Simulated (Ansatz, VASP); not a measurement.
**GaIr2: VASP beside Ansatz**

```xyz
6
Lattice="0.0000 3.6797 3.6797 3.6797 0.0000 3.6797 3.6797 3.6797 0.0000" Properties=species:S:1:pos:R:3 pbc="T T T"
Ga    0.0000    0.0000    0.0000
Ga    1.8398    1.8398    1.8398
Ir    4.5996    4.5996    4.5996
Ir    4.5996    2.7598    2.7598
Ir    2.7598    2.7598    4.5996
Ir    2.7598    4.5996    2.7598
```

Alike in both runs: functional PBE; k mesh 4 × 4 × 4; occupations gaussian, width 0.1 eV; no spin polarisation.

Ansatz relaxed the structure, and its values are those at the end. VASP's run is a single point on that final structure, the one shown.

|  | VASP | Ansatz |
| --- | --- | --- |
| version | VASP 6.6.1 | Ansatz 0.2.0 |
| potentials or method | VASP PAW PBE potentials, release 64 (Ga_d, Ir), cutoff 520 eV | scalar-relativistic, plane waves, PAW |
| valence electrons in the cell | 62 | 94 |

```tsv
	VASP	Ansatz	Ansatz less VASP
gap on the k mesh at the Fermi level (eV)	none	none	-
pressure (GPa)	0.4	0.1	-0.32
```

A gap of «none» marks a metal or a gap that the smearing closes. VASP's potentials hold 62 valence electrons a cell and Ansatz's 94, so a difference there can come from the potentials and not from the codes.

The k mesh is coarse, so the values compare programs but aren't converged. Spin-orbit coupling is off throughout.
